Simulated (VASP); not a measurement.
Wanted: the native input for a VASP 6.6.1 run.

```
Task                   : relaxation of cell and atoms
Functional             : PBEsol
Potentials or basis    : VASP PAW PBE potentials, release 64 (Al, Ga_d, Sb)
Cutoff                 : 600 eV
k mesh                 : 4 × 4 × 4
Occupations            : gaussian, width 0.1 eV
Spin                   : no spin polarisation
Dipole correction      : no
Further INCAR settings : ALGO = Normal; EDIFF = 1e-06; IBRION = 2; EDIFFG = -0.05; NSW = 100; ISIF = 3
```

The structure of Al3GaSb4 lies in POSCAR:

```
Al3GaSb4
1.0
    5.6468910971      0.0000000000      0.0000000000
    0.0000000000      5.6468910971      0.0000000000
    0.0000000000      0.0000000000      5.6468910971
Al Ga Sb
3 1 4
Direct
    0.5000000000      0.5000000000      0.0000000000
    0.5000000000      0.0000000000      0.5000000000
    0.0000000000      0.5000000000      0.5000000000
    0.0000000000      0.0000000000      0.0000000000
    0.7441634300      0.7441634300      0.2558365700
    0.7441634300      0.2558365700      0.7441634300
    0.2558365700      0.7441634300      0.7441634300
    0.2558365700      0.2558365700      0.2558365700
```

One way to write it, as run:

INCAR

```
SYSTEM = Al3GaSb4
PREC = Accurate ; ENCUT = 600
EDIFF = 1E-6 ; ISMEAR = 0
SIGMA = 0.1 ; LREAL = .FALSE.
LASPH = .TRUE. ; NELM = 80
ALGO = Normal ; ISIF = 3
LWAVE = .FALSE. ; LCHARG = .FALSE.
GGA = PS ; IBRION = 2
NSW = 100 ; EDIFFG = -0.05
```

KPOINTS

```
Automatic mesh
0
G
  4 4 4
  0 0 0
```

Potentials or basis: VASP PAW PBE potentials, release 64 (Al, Ga_d, Sb).

The run is started by

```bash
$ cat potpaw_PBE.64/Al/POTCAR potpaw_PBE.64/Ga_d/POTCAR potpaw_PBE.64/Sb/POTCAR > POTCAR
$ mpirun -np 1 vasp_std > vasp.out
```

It gave:

```json
{
 "Relaxed volume": "29.06 Å³/atom",
 "Relaxed cell": "a = 6.149 Å, b = 6.149 Å, c = 6.149 Å, α = 90.00°, β = 90.00°, γ = 90.00°",
 "Space group after relaxing (to 0.05 Å)": "P-43m (No. 215)",
 "Energy gained by relaxing": "421.5 meV/atom",
 "Ionic steps": "6",
 "Pressure after relaxing": "0.2 GPa",
 "Band gap on the k mesh": "0.42 eV, indirect (least direct gap 0.66 eV)"
}
```

Caveat: the volume moved by over 15 % at a fixed basis, so the end points are rough; the PAW data sets were made with another functional, which shifts forces and pressure a little; spin-orbit coupling is left out, which moves the levels of the heavy elements.

Run time: 5 min on 1 thread of Intel Xeon 6975P-C, on a shared host, peak memory 0.38 GiB.
